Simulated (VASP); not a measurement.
A run of VASP 6.6.1:

The input INCAR:

```
SYSTEM = LiNbO3
  PREC = Accurate
  ENCUT = 520
  EDIFF = 1E-6
  ISMEAR = 0
  SIGMA = 0.02
  LREAL = .False.
  LASPH = .True.
  NELM = 60
  ALGO = Normal
  ISIF = 2
  LWAVE = .False.
  LCHARG = .False.
  GGA = PE
  NBANDS = 45
```

KPOINTS

```
regular mesh
0
Gamma
  6 6 6
  0 0 0
```

Contents of POSCAR:

```
LiNbO3
1.0
    2.5947962786      1.4981063299      4.6721918219
   -2.5947962786      1.4981063299      4.6721918219
    0.0000000000     -2.9962126598      4.6721918219
Li Nb O
2 2 6
Direct
    0.2815794056      0.2815794056      0.2815794056
    0.7815794056      0.7815794056      0.7815794056
    0.0003835626      0.0003835626      0.0003835626
    0.5003835626      0.5003835626      0.5003835626
    0.1104449530      0.3580283577      0.7212337410
    0.7212337410      0.1104449530      0.3580283577
    0.3580283577      0.7212337410      0.1104449530
    0.2212337410      0.8580283577      0.6104449530
    0.8580283577      0.6104449530      0.2212337410
    0.6104449530      0.2212337410      0.8580283577
```

Potentials or basis: VASP PAW PBE potentials, release 64 (Li_sv, Nb_sv, O).

Run with:

```bash
$ cat potpaw_PBE.64/Li_sv/POTCAR potpaw_PBE.64/Nb_sv/POTCAR potpaw_PBE.64/O/POTCAR > POTCAR
$ mpirun -np 1 vasp_std > vasp.out
```

Hardware: 1 thread of AMD EPYC 7R13, on a shared host.

Q: Estimate the wall time of this run.

A: Run time: 5.7 min on 1 thread of AMD EPYC 7R13, on a shared host, peak memory 0.29 GiB. Counts: scf iterations 16, k points 32.
